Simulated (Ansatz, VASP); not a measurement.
# NbB2 in VASP and in Ansatz

The input INCAR:

```
PREC     = Accurate       # precision mode
ENCUT    = 600            # plane-wave cutoff, eV
EDIFF    = 1E-6           # SCF threshold, eV
ISMEAR   = -1             # smearing method
SIGMA    = 0.15           # smearing width, eV
LREAL    = F              # projectors in reciprocal space
LASPH    = T              # aspherical terms in the spheres
NELM     = 60             # most SCF steps
ALGO     = Normal         # electronic algorithm
ISIF     = 3              # what is computed and relaxed
LWAVE    = F              # write WAVECAR
LCHARG   = F              # write CHGCAR
IBRION   = 2              # ionic algorithm
NSW      = 80             # ionic steps
EDIFFG   = -0.001         # ionic threshold
```

The input KPOINTS:

```
regular mesh
0
Gamma
  18 18 14
```

File POSCAR:

```
NbB2
1.0
    3.0748448716      0.0000000000      0.0000000000
   -1.5374224358      2.6628937715      0.0000000000
    0.0000000000      0.0000000000      3.2749149185
Nb B
1 2
Direct
    0.0000000000      0.0000000000      0.0000000000
    0.3333333333      0.6666666667      0.5000000000
    0.6666666667      0.3333333333      0.5000000000
```

Input for Ansatz:

```yaml
crystal:
  lattice:
    - [3.0748448716, 0.0, 0.0]
    - [-1.5374224358, 2.6628937715, 0.0]
    - [0.0, 0.0, 3.2749149185]
  atoms:
    - { symbol: Nb, position: [0.0, 0.0, 0.0] }
    - { symbol: B, position: [0.3333333333, 0.6666666667, 0.5] }
    - { symbol: B, position: [0.6666666667, 0.3333333333, 0.5] }
basis:
  ecutwfc: 420
kpoints:
  mp_grid: { grid: [18, 18, 14] }
hamiltonian:
  xc: lda
scf:
  occupations: { method: fermi_dirac, width: 0.15 }
output:
  forces: true
  stress: true
  eigenvalues: true
relax:
  adjacent_minimum: "off"
  f_tol: 0.001
  max_steps: 60
  cell: { stress_tol: 0.01 }
```

Alike in both runs: task relaxation of cell and atoms; functional LDA; k mesh 18 × 18 × 14; occupations fermi-dirac, width 0.15 eV; no spin polarisation.

|  | VASP | Ansatz |
| --- | --- | --- |
| version | VASP 6.6.1 | Ansatz 0.2.0 |
| potentials or method | VASP PAW LDA potentials, release 64 (Nb_sv, B), cutoff 600 eV | scalar-relativistic, plane waves, PAW |
| valence electrons in the cell | 19 | 19 |

|  | VASP | Ansatz | Ansatz less VASP |
| --- | --- | --- | --- |
| gap on the k mesh at the Fermi level, each at its own relaxed structure (eV) | none | none | - |
| relaxed volume (Å³/atom) | 8.95 | 8.94 | -0.001 |
| relaxed length of the cell vector where the two differ most in proportion (Å) | 3.277 | 3.278 | +0.0011 |

LDA's correlation is that of Perdew and Zunger in VASP and of Perdew and Wang (1992) in Ansatz. A gap of «none» marks a metal or a gap that the smearing closes.
